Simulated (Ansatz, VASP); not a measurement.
**One calculation of HfO2, two programs**

The input POSCAR:

```
HfO2
1.0
    4.8382036345      0.0000000000      0.0000000000
    0.0000000000      4.8382036345      0.0000000000
    0.0000000000      0.0000000000      3.2203479159
Hf O
2 4
Direct
    0.0000000000      0.0000000000      0.0029328607
    0.5000000000      0.5000000000      0.4970671393
    0.1949191830      0.8050808170      0.4534211818
    0.3050808170      0.3050808170      0.0465788182
    0.6949191830      0.6949191830      0.0465788182
    0.8050808170      0.1949191830      0.4534211818
```

The input INCAR.step1:

```
PREC     = Accurate       # precision mode
ENCUT    = 520            # plane-wave cutoff, eV
ISMEAR   = 0              # smearing method
SIGMA    = 0.05           # smearing width, eV
LREAL    = F              # projectors in reciprocal space
LASPH    = T              # aspherical terms in the spheres
NELM     = 100            # most SCF steps
NBANDS   = 31             # bands
GGA      = PE             # functional
ALGO     = Normal         # electronic algorithm
EDIFF    = 1E-4           # SCF threshold, eV
LWAVE    = T              # write WAVECAR
LCHARG   = F              # write CHGCAR
```

INCAR.step2

```
PREC     = Accurate       # precision mode
ENCUT    = 520            # plane-wave cutoff, eV
EDIFF    = 1E-6           # SCF threshold, eV
ISMEAR   = 0              # smearing method
SIGMA    = 0.05           # smearing width, eV
LREAL    = F              # projectors in reciprocal space
LASPH    = T              # aspherical terms in the spheres
NELM     = 100            # most SCF steps
ALGO     = Normal         # electronic algorithm
ISIF     = 2              # what is computed and relaxed
LWAVE    = F              # write WAVECAR
LCHARG   = F              # write CHGCAR
METAGGA  = R2SCAN         # meta-GGA
LMIXTAU  = T            
NBANDS   = 31             # bands
ISTART   = 1
```

File KPOINTS:

```
Automatic mesh
0
Gamma
  6 6 8
```

Input for Ansatz:

```yaml
crystal:
  lattice:
    - [4.8382036345, 0.0, 0.0]
    - [0.0, 4.8382036345, 0.0]
    - [0.0, 0.0, 3.2203479159]
  atoms:
    - { symbol: Hf, position: [0.0, 0.0, 0.0029328607] }
    - { symbol: Hf, position: [0.5, 0.5, 0.4970671393] }
    - { symbol: O, position: [0.194919183, 0.805080817, 0.4534211818] }
    - { symbol: O, position: [0.305080817, 0.305080817, 0.0465788182] }
    - { symbol: O, position: [0.694919183, 0.694919183, 0.0465788182] }
    - { symbol: O, position: [0.805080817, 0.194919183, 0.4534211818] }
basis:
  ecutwfc: 500
kpoints:
  mp_grid: { grid: [6, 6, 8] }
hamiltonian:
  xc: r2scan
scf:
  occupations: { method: gaussian, width: 0.05 }
output:
  forces: true
  stress: true
  eigenvalues: true
```

Change from the starting cell: mode 12 (420.9 1/cm) frozen in, largest displacement -0.150 Å.

Alike in both runs: task single point; functional r2SCAN; k mesh 6 × 6 × 8; occupations gaussian, width 0.05 eV; no spin polarisation.

|  | VASP | Ansatz |
| --- | --- | --- |
| version | VASP 6.6.1 | Ansatz 0.2.0 |
| potentials or method | VASP PAW PBE potentials, release 64 (Hf_pv, O), cutoff 520 eV | scalar-relativistic, plane waves, PAW |
| valence electrons in the cell | 44 | 76 |

VASP gave:

| Quantity | Value |
| --- | --- |
| gap on the k mesh at the Fermi level (eV) | 4.68 |
| least direct gap on the mesh (eV) | 4.72 |
| pressure (GPa) | 0.8 |
| traceless stress, the component that is largest in VASP (GPa) | -1.04 |
| rms of the force components (eV/Å) | 0.863 |

**Question.** Which values does Ansatz return?

**Answer.** gap on the k mesh at the Fermi level (eV): 4.73; least direct gap on the mesh (eV): 4.77; pressure (GPa): 3.9; traceless stress, the component that is largest in VASP (GPa): -0.57; rms of the force components (eV/Å): 0.888.

VASP's potentials were made for PBE, not for r2SCAN. Atom by atom the forces differ by 0.039 eV/Å (rms over components). VASP's potentials hold 44 valence electrons a cell and Ansatz's 76, so a difference there can come from the potentials and not from the codes.

Neither program's run includes spin-orbit coupling.
